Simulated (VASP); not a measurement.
# Mg32O32F (a cell with a defect) in VASP: further runs

Mg32O32F (a cell with a defect) is run at these levels: PBE, r2SCAN; tasks: single point.

Everything below comes from runs of VASP 6.6.1. Logs are shortened: lines on timing, memory, paths and dates and some standing lists are left out, and cuts for length are marked.

### 1 The cell of the first run

The cell holds a defect, 65 atoms: a = 8.429 Å, b = 8.429 Å, c = 8.429 Å, α = 90.00°, β = 90.00°, γ = 90.00°.

### 2 Single point, PBE

The input, INCAR:

```
ALGO     = Normal         # electronic algorithm
EDIFF    = 1E-6           # SCF threshold, eV
ENCUT    = 520            # plane-wave cutoff, eV
GGA      = PE             # functional
ISIF     = 2              # what is computed and relaxed
ISMEAR   = -1             # smearing method
ISYM     = 0            
LASPH    = T              # aspherical terms in the spheres
LCHARG   = F              # write CHGCAR
LREAL    = Auto         
LWAVE    = F              # write WAVECAR
NBANDS   = 170            # bands
NELECT   = 262.0        
NELM     = 80             # most SCF steps
PREC     = Accurate       # precision mode
SIGMA    = 0.05           # smearing width, eV
```

The input, KPOINTS:

```
Automatic mesh
0
Gamma
  1 1 1
  0.25 0.25 0.25
```

The input, POSCAR:

```
Mg32O32F
1.0
    8.4288080000      0.0000000000      0.0000000000
    0.0000000000      8.4288080000      0.0000000000
    0.0000000000      0.0000000000      8.4288080000
O F Mg
32 1 32
Direct
    0.2496520000      0.9948620000      0.9950050000
    0.2479860000      0.0014250000      0.5006130000
    0.2479850000      0.5004780000      0.0015640000
    0.7504090000      0.0008010000      0.0009420000
    0.7479060000      0.0010750000      0.5016190000
    0.7479070000      0.5014820000      0.0012170000
    0.7457220000      0.5019980000      0.5021330000
    0.0003900000      0.2525420000      0.0037560000
    0.9914410000      0.2536850000      0.5109650000
    0.9992030000      0.7513560000      0.0016190000
    0.9998140000      0.7506510000      0.5023840000
    0.5050330000      0.2507990000      0.9944690000
    0.4942530000      0.2531400000      0.5007170000
    0.4980370000      0.7487350000      0.0005690000
    0.4949750000      0.7483810000      0.5011340000
    0.0003880000      0.0036120000      0.2526800000
    0.9992040000      0.0014750000      0.7514960000
    0.9914490000      0.5108250000      0.2538210000
    0.9998140000      0.5022470000      0.7507920000
    0.5050370000      0.9943230000      0.2509340000
    0.4980370000      0.0004270000      0.7488750000
    0.4942560000      0.5005840000      0.2532720000
    0.4949740000      0.5009950000      0.7485210000
    0.2926830000      0.2087650000      0.2089040000
    0.2481190000      0.2541120000      0.7508660000
    0.2481210000      0.7507270000      0.2542450000
    0.2480600000      0.7490920000      0.7492340000
    0.7487900000      0.2523410000      0.2524810000
    0.7478820000      0.2519370000      0.7516570000
    0.7478830000      0.7515200000      0.2520750000
    0.7479700000      0.7507410000      0.7508810000
    0.2019970000      0.3098140000      0.3099470000
    0.2470840000      0.5149400000      0.5150720000
    0.9994860000      0.0013200000      0.0014580000
    0.9953760000      0.0028770000      0.5025350000
    0.9953760000      0.5023930000      0.0030110000
    0.9856160000      0.5018200000      0.5019640000
    0.5003770000      0.0004220000      0.0005620000
    0.5004560000      0.0001430000      0.4993990000
    0.5004580000      0.4992560000      0.0002800000
    0.5064570000      0.5011070000      0.5012500000
    0.2499880000      0.2478960000      0.9865710000
    0.2471000000      0.2367740000      0.5197240000
    0.2487130000      0.7528790000      0.9967010000
    0.2473820000      0.7624490000      0.5044580000
    0.7492860000      0.2503560000      0.9986670000
    0.7472050000      0.2500440000      0.5052590000
    0.7484970000      0.7518460000      0.0006850000
    0.7474700000      0.7529170000      0.5021990000
    0.2499890000      0.9864330000      0.2480370000
    0.2487130000      0.9965560000      0.7530200000
    0.2471100000      0.5195880000      0.2368980000
    0.2473830000      0.5043190000      0.7625810000
    0.7492870000      0.9985260000      0.2504950000
    0.7484970000      0.0005470000      0.7519850000
    0.7472010000      0.5051210000      0.2501840000
    0.7474720000      0.5020570000      0.7530510000
    0.9847660000      0.2533540000      0.2534950000
    0.9941540000      0.2518290000      0.7535380000
    0.9941580000      0.7534020000      0.2519700000
    0.9968760000      0.7518760000      0.7520150000
    0.5138900000      0.2497980000      0.2499370000
    0.5020150000      0.2505340000      0.7511230000
    0.5020160000      0.7509850000      0.2506740000
    0.4991570000      0.7508840000      0.7510230000
```

Potentials or basis: VASP PAW PBE potentials, release 64 (O, F, Mg).

Command:

```
$ cat potpaw_PBE.64/O/POTCAR potpaw_PBE.64/F/POTCAR potpaw_PBE.64/Mg/POTCAR > POTCAR
$ mpirun -np 1 vasp_std > vasp.out
```

OUTCAR:

```text
EDIFF = 1E-6
   ENCUT = 520
   GGA = PE
   ISIF = 2
   ISMEAR = -1
   ISYM = 0
   LASPH = T
   LREAL = Auto
   NELECT = 262.0
   NELM = 80
   PREC = Accurate

 ion  position               nearest neighbor table
   1  0.250  0.995  0.995-  44 2.04  51 2.04  34 2.11  38 2.11  50 2.13  42 2.13
   2  0.248  0.001  0.501-  43 1.99  45 2.01  51 2.13  39 2.13  35 2.13  50 2.13
   3  0.248  0.500  0.002-  52 1.99  53 2.01  44 2.13  40 2.13  36 2.13  42 2.13
   4  0.750  0.001  0.001-  48 2.10  55 2.10  34 2.10  54 2.10  46 2.10  38 2.11
   5  0.748  0.001  0.502-  39 2.09  35 2.09  49 2.09  47 2.10  55 2.11  54 2.12
   6  0.748  0.501  0.001-  40 2.09  36 2.09  57 2.09  56 2.10  48 2.11  46 2.12
[... 15 lines left out ...]
  22  0.494  0.501  0.253-  41 2.09  52 2.09  64 2.11  62 2.12  56 2.13  40 2.13
  23  0.495  0.501  0.749-  41 2.09  53 2.09  65 2.11  63 2.11  40 2.12  57 2.13
  24  0.293  0.209  0.209-  32 1.43  62 1.93  50 1.94  42 1.94  58 2.65  43 2.66  52 2.66
  25  0.248  0.254  0.751-  43 1.95  42 1.99  53 2.11  63 2.14  59 2.14  51 2.17
  26  0.248  0.751  0.254-  52 1.95  50 1.99  45 2.11  64 2.14  60 2.14  44 2.17
  27  0.248  0.749  0.749-  53 2.07  45 2.07  51 2.09  44 2.09  65 2.12  61 2.12
  28  0.749  0.252  0.252-  62 1.98  58 1.99  47 2.13  56 2.13  46 2.14  54 2.14
  29  0.748  0.252  0.752-  63 2.07  59 2.08  47 2.08  46 2.08  57 2.11  55 2.12
  30  0.748  0.752  0.252-  64 2.07  60 2.08  56 2.08  54 2.08  49 2.11  48 2.12
  31  0.748  0.751  0.751-  49 2.10  57 2.10  65 2.10  61 2.10  48 2.11  55 2.11
  32  0.202  0.310  0.310-  24 1.43  43 1.91  52 1.91  58 1.95  62 2.72  42 2.80  50 2.80
  33  0.247  0.515  0.515-  45 2.09  53 2.09  41 2.19  37 2.21  43 2.34  52 2.35
  34  0.999  0.001  0.001-   4 2.10  17 2.11  10 2.11   1 2.11  16 2.12   8 2.12  42 2.97  50 2.97
                            51 2.97  44 2.97  59 2.97  60 2.97  61 2.97  46 2.98  54 2.98  55 2.98
  35  0.995  0.003  0.503-   5 2.09  17 2.10  16 2.11   9 2.12  11 2.13   2 2.13  43 2.90  45 2.94
                            47 2.95  55 2.96  49 2.97  54 2.97  58 2.98  59 2.98  60 2.98  61 2.98
  36  0.995  0.502  0.003-   6 2.09  10 2.10   8 2.11  18 2.12  19 2.13   3 2.13  52 2.90  53 2.94
                            56 2.95  48 2.96  57 2.97  46 2.97  58 2.98  60 2.98  59 2.98  61 2.98
  37  0.986  0.502  0.502-   7 2.02   9 2.09  18 2.09  19 2.10  11 2.10  33 2.21  57 2.92  49 2.92
                            47 2.92  56 2.92  58 2.96  61 2.98  59 2.99  60 2.99  53 3.11  45 3.11
  38  0.500  0.000  0.001-   4 2.11  20 2.11  12 2.11   1 2.11  21 2.12  14 2.12  48 2.96  55 2.96
                            50 2.97  42 2.97  46 2.97  54 2.97  65 2.97  62 2.97  51 2.98  44 2.98
  39  0.500  0.000  0.499-   5 2.09  20 2.10  21 2.10  15 2.12   2 2.13  13 2.13  45 2.93  43 2.93
                            49 2.95  47 2.96  54 2.97  64 2.97  62 2.98  55 2.98  65 2.99  63 2.99
  40  0.500  0.499  0.000-   6 2.09  12 2.10  14 2.10  23 2.12   3 2.13  22 2.13  53 2.93  52 2.93
                            57 2.95  56 2.96  46 2.97  63 2.97  62 2.98  48 2.98  65 2.99  64 2.99
  41  0.506  0.501  0.501-   7 2.02  23 2.09  15 2.09  13 2.09  22 2.09  33 2.19  56 2.93  47 2.93
                            57 2.94  49 2.94  65 2.98  63 2.98  64 2.98  62 3.00  53 3.10  45 3.10
[... 34 lines left out ...]
  59  0.994  0.252  0.754-   9 2.04  29 2.08   8 2.11  17 2.11  19 2.11  25 2.14  43 2.91  42 2.92
                            46 2.92  47 2.95  57 2.96  55 2.96  34 2.97  35 2.98  36 2.98  37 2.99
  60  0.994  0.753  0.252-  18 2.04  30 2.08  16 2.11  10 2.11  11 2.11  26 2.14  52 2.91  50 2.92
                            54 2.92  56 2.95  49 2.96  48 2.96  34 2.97  36 2.98  35 2.98  37 2.99
  61  0.997  0.752  0.752-  31 2.10  17 2.10  10 2.10  19 2.10  11 2.10  27 2.12  51 2.96  44 2.96
                            48 2.96  55 2.96  45 2.97  53 2.97  34 2.97  49 2.98  57 2.98  37 2.98
  62  0.514  0.250  0.250-  24 1.93  28 1.98  13 2.12  22 2.12  12 2.15  20 2.15  32 2.72  46 2.90
[... 35 lines left out ...]
   TEBEG  =    0.0;   TEEND  =   0.0 temperature during run
   PSTRESS=    0.0 pullay stress
   NELECT =     262.0000    total number of electrons
   NUPDOWN=      -1.0000    fix difference up-down
   EMIN   =  10.00;   EMAX   =-10.00  energy-range for DOS
   EFERMI =   0.00;   METHOD = LEGACY
   ISMEAR =    -1;   SIGMA  =   0.05  broadening in eV -4-tet -1-fermi 0-gaus
   EFERMI_NEDOS =   21; number of points for ismear=-14 and -15
   IALGO  =     38    algorithm
   IMIX   =      4    mixing-type and parameters
     AMIX     =   0.40;   BMIX     =  1.00
     AMIX_MAG =   1.60;   BMIX_MAG =  1.00
  volume/ion in A,a.u.               =       9.21        62.17
  Fermi-wavevector in a.u.,A,eV,Ry     =   1.242822  2.348594 21.015664  1.544608
  Thomas-Fermi vector in A             =   2.377160
   LORBIT       =      0    0 simple, 1 ext, 2 COOP (PROOUT), +10 PAW based schemes
   GGA     = PE    functional components
   LHFCALC =     F    Hartree Fock is set to
   AEXX    =    0.0000 exact exchange contribution
   IVDW    =     0    specifies the selected vdW correction
   LEPSILON=     F    determine dielectric tensor
   LRPA    =     F    only Hartree local field effects (RPA)
 non-spin polarized calculation
  energy-cutoff  :      520.00
  volume of cell :      598.82
 maximum number of plane-waves:     16125
 NGX is ok and might be reduce to    64
   NGX = 31   NGY = 31   NGZ = 31

 number of electron     261.9999986 magnetization

 Free energy of the ion-electron system (eV)
  ---------------------------------------------------
  ext. energy  EPLUGINS =         0.00000000
  ---------------------------------------------------
  free energy    TOTEN  =      -386.00955686 eV

  energy without entropy =     -386.00955686  energy(sigma->0) =     -386.00955686

 E-fermi :   4.8305     XC(G=0): -11.1012

 val. band max:        3.6318362630   @ k =  -0.2500   0.2500   0.2500
 cond. band min:       8.6317268030   @ k =  -0.2500   0.2500   0.2500
 fundamental gap:      4.9998905400
 Fermi energy:         4.8304743941

 k-point     1 :       0.2500    0.2500    0.2500
  band No.  band energies     occupation
      1     -20.5467      2.00000
      2     -18.1559      2.00000
      3     -13.7687      2.00000
      4     -13.5289      2.00000
      5     -13.4626      2.00000
      6     -13.3233      2.00000
[... 573 lines left out ...]
    142      11.8341      0.00000
    143      12.0125      0.00000
 [bands above 143 left out]

------------------------ aborting loop because EDIFF is reached ----------------------------------------

  FORCE on cell =-STRESS in cart. coord.  units (eV):
  Direction    XX          YY          ZZ          XY          YZ          ZX
  --------------------------------------------------------------------------------------
  -------------------------------------------------------------------------------------
  Total       21.4258310     22.2411847     22.2451612     -3.6020863      2.0121022     -3.6039816
  in kB       57.3257538     59.5072686     59.5179078     -9.6375404      5.3834679     -9.6426113
  external PRESSURE =      58.7836434 kB  Pullay stress =       0.0000000 kB

 VOLUME and BASIS-vectors are now :
 -----------------------------------------------------------------------------
  energy-cutoff  :      520.00
  volume of cell :      598.82
      direct lattice vectors                 reciprocal lattice vectors
     8.428808000  0.000000000  0.000000000     0.118640738  0.000000000  0.000000000
     0.000000000  8.428808000  0.000000000     0.000000000  0.118640738  0.000000000
     0.000000000  0.000000000  8.428808000     0.000000000  0.000000000  0.118640738

 POSITION                                       TOTAL-FORCE (eV/Angst)
 -----------------------------------------------------------------------------------
      2.10427      8.38550      8.38671        -0.001111      0.004583      0.003665
      2.09023      0.01201      4.21957        -0.001348      0.002560     -0.000461
      2.09022      4.21843      0.01318        -0.001026     -0.001221      0.001605
      6.32505      0.00675      0.00794         0.004839      0.005122      0.004674
      6.30396      0.00906      4.22805        -0.002060      0.003559      0.001617
      6.30396      4.22690      0.01026        -0.002094      0.001511      0.002880
[... 57 lines left out ...]
      4.23140      6.32991      2.11288         0.004061     -0.000839     -0.003205
      4.20730      6.32906      6.33023         0.003726      0.000644      0.000826
 -----------------------------------------------------------------------------------
    total drift:                               -0.015978      0.009374      0.001724

  FREE ENERGIE OF THE ION-ELECTRON SYSTEM (eV)
  ---------------------------------------------------
  free  energy   TOTEN  =      -386.0095568608 eV

  energy  without entropy=     -386.0095568607  energy(sigma->0) =     -386.00955686
```

Run time: 12 min. Hardware: 1 thread of Intel Xeon Platinum 8259CL at 2.50GHz (Skylake/Cascade Lake), shared host; peak memory 0.71 GiB.

What came out:

- Free energy: -386.0096 eV
- Largest force: 0.442 eV/Å

Forces in eV/Å, atoms in the order of the input:
```
O   -0.001  0.005  0.004
O   -0.001  0.003  0.000
O   -0.001 -0.001  0.002
O    0.005  0.005  0.005
O   -0.002  0.004  0.002
O   -0.002  0.002  0.003
O   -0.002 -0.001  0.001
O    0.002  0.002  0.001
O    0.001 -0.014  0.004
O   -0.003  0.005  0.005
O    0.006 -0.001  0.002
O    0.003  0.007 -0.004
O   -0.002  0.011 -0.001
O   -0.004 -0.003  0.003
O    0.000 -0.003 -0.001
O    0.002  0.002  0.002
O   -0.005  0.006  0.004
O    0.000  0.003 -0.013
O    0.006  0.002 -0.001
O    0.003 -0.003  0.007
O   -0.005  0.004 -0.003
O   -0.002 -0.001  0.010
O   -0.001 -0.002 -0.003
O    0.207 -0.276 -0.276
O   -0.003  0.006 -0.002
O   -0.003 -0.003  0.007
O   -0.004 -0.005 -0.005
O   -0.002  0.001  0.001
O   -0.001  0.000  0.003
O   -0.001  0.003  0.000
O   -0.004  0.002  0.002
O   -0.207  0.269  0.268
F   -0.003 -0.002 -0.003
Mg  -0.002 -0.004 -0.004
Mg   0.004  0.001  0.000
Mg   0.005  0.001  0.002
Mg  -0.011 -0.003 -0.005
Mg   0.002  0.001  0.001
Mg  -0.001 -0.002 -0.002
Mg  -0.001 -0.002 -0.002
Mg   0.008 -0.001 -0.002
Mg   0.005  0.009 -0.009
Mg  -0.002 -0.008  0.005
Mg   0.000 -0.011  0.003
Mg   0.000  0.016 -0.005
Mg   0.002  0.000 -0.001
Mg   0.002  0.003 -0.002
Mg   0.003 -0.003  0.002
Mg   0.001 -0.006 -0.004
Mg   0.005 -0.010  0.009
Mg  -0.001  0.003 -0.011
Mg  -0.003  0.006 -0.007
Mg   0.000 -0.005  0.018
Mg   0.002 -0.001 -0.001
Mg   0.003  0.001 -0.002
Mg   0.002 -0.001  0.003
Mg   0.000 -0.003 -0.005
Mg  -0.012  0.005  0.004
Mg  -0.004 -0.003  0.002
Mg  -0.004  0.001 -0.003
Mg  -0.001  0.001  0.002
Mg   0.012 -0.006 -0.006
Mg   0.004 -0.003 -0.001
Mg   0.004 -0.001 -0.003
Mg   0.004  0.001  0.001
```

Levels at points of the mesh, in eV from the Fermi level:
```
           k point  band 127  band 128  band 129  band 130  band 131  band 132  band 133  band 134  band 135  band 136
(0.25, 0.25, 0.25)     -1.90     -1.68     -1.66     -1.44     -1.36      3.95      4.22      5.57      5.62      5.73
```

Caveat: the cell carries a net charge on a neutralising background, which shifts energy and pressure; the cell is charged against a uniform background, so pressure and absolute levels hang on convention.

### 3 Single point, r2SCAN

POSCAR is that of step 2.

The input, INCAR.step1:

```
PREC     = Accurate       # precision mode
ENCUT    = 520            # plane-wave cutoff, eV
ISMEAR   = -1             # smearing method
SIGMA    = 0.05           # smearing width, eV
LREAL    = Auto         
LASPH    = True           # aspherical terms in the spheres
NELM     = 60             # most SCF steps
NELECT   = 262.0        
ISYM     = 0            
NBANDS   = 170            # bands
GGA      = PE             # functional
ALGO     = Normal         # electronic algorithm
EDIFF    = 1E-4           # SCF threshold, eV
LWAVE    = True           # write WAVECAR
LCHARG   = False          # write CHGCAR
```

The input, INCAR.step2:

```
PREC     = Accurate       # precision mode
ENCUT    = 520            # plane-wave cutoff, eV
EDIFF    = 1E-6           # SCF threshold, eV
ISMEAR   = -1             # smearing method
SIGMA    = 0.05           # smearing width, eV
LREAL    = Auto         
LASPH    = True           # aspherical terms in the spheres
NELM     = 60             # most SCF steps
ALGO     = Normal         # electronic algorithm
ISIF     = 2              # what is computed and relaxed
LWAVE    = False          # write WAVECAR
LCHARG   = False          # write CHGCAR
METAGGA  = R2SCAN         # meta-GGA
LMIXTAU  = True         
NELECT   = 262.0        
ISYM     = 0            
NBANDS   = 170            # bands
ISTART   = 1
```

KPOINTS is that of step 2.

Potentials or basis: VASP PAW PBE potentials, release 64 (O, F, Mg).

Command:

```
$ cat potpaw_PBE.64/O/POTCAR potpaw_PBE.64/F/POTCAR potpaw_PBE.64/Mg/POTCAR > POTCAR
$ cp INCAR.step1 INCAR
$ mpirun -np 1 vasp_std > vasp.out
$ cp INCAR.step2 INCAR
$ mpirun -np 1 vasp_std > vasp.out
```

It took 31 min on 1 thread of Intel Xeon Platinum 8259CL at 2.50GHz (Skylake/Cascade Lake), shared host; peak memory 0.8 GiB.

It converged, with:

```
Free energy   : -523.6533 eV
Largest force : 0.352 eV/Å
```

Forces on the atoms (eV/Å):
```
O   -0.003 -0.009 -0.010
O   -0.005  0.004  0.017
O   -0.005  0.016  0.003
O    0.003  0.000  0.000
O    0.003 -0.003  0.005
O    0.003  0.004 -0.004
O   -0.002  0.005  0.007
O   -0.005  0.002 -0.009
O   -0.021 -0.019  0.026
O   -0.003  0.001  0.000
O    0.007  0.000  0.004
O    0.016  0.009 -0.018
O    0.001  0.010  0.007
O   -0.002 -0.003 -0.001
O    0.001 -0.004  0.000
O   -0.005 -0.009  0.003
O   -0.005  0.000  0.001
O   -0.022  0.025 -0.017
O    0.007  0.004  0.000
O    0.016 -0.017  0.008
O   -0.003  0.000 -0.003
O    0.001  0.007  0.010
O    0.000  0.000 -0.004
O    0.158 -0.223 -0.223
O   -0.007  0.007 -0.010
O   -0.008 -0.010  0.008
O   -0.006 -0.003 -0.003
O   -0.004  0.006  0.006
O    0.001  0.001 -0.002
O    0.001 -0.002  0.001
O   -0.001 -0.003 -0.002
O   -0.138  0.208  0.208
F   -0.002  0.035  0.036
Mg   0.001 -0.013 -0.012
Mg   0.000  0.003  0.005
Mg   0.000  0.005  0.004
Mg  -0.031  0.003  0.002
Mg   0.001  0.000 -0.001
Mg   0.005 -0.009 -0.005
Mg   0.005 -0.004 -0.010
Mg   0.024  0.009  0.009
Mg   0.021 -0.003  0.021
Mg  -0.024 -0.022 -0.031
Mg   0.000  0.014  0.002
Mg  -0.006  0.013  0.003
Mg  -0.016 -0.004 -0.008
Mg   0.025 -0.001  0.005
Mg   0.008 -0.004 -0.007
Mg   0.008 -0.005 -0.001
Mg   0.021  0.021 -0.003
Mg   0.000  0.002  0.015
Mg  -0.025 -0.031 -0.021
Mg  -0.006  0.004  0.014
Mg  -0.016 -0.007 -0.005
Mg   0.008 -0.007 -0.003
Mg   0.026  0.006 -0.001
Mg   0.008 -0.001 -0.003
Mg   0.023  0.034  0.035
Mg  -0.009 -0.004 -0.027
Mg  -0.009 -0.027 -0.003
Mg  -0.002 -0.003 -0.002
Mg  -0.029 -0.022 -0.022
Mg   0.006 -0.003  0.017
Mg   0.006  0.016 -0.004
Mg   0.008 -0.005 -0.005
```

Levels at points of the mesh, in eV from the Fermi level:
```csv
k point,band 129,band 130,band 131,band 132,band 133,band 134
"(0.25, 0.25, 0.25)",-1.71,-1.49,-1.40,4.66,4.97,6.40
```

Caveat: the cell carries a net charge on a neutralising background, which shifts energy and pressure; the cell is charged against a uniform background, so pressure and absolute levels hang on convention; the PAW data sets were made with another functional, which shifts forces and pressure a little.
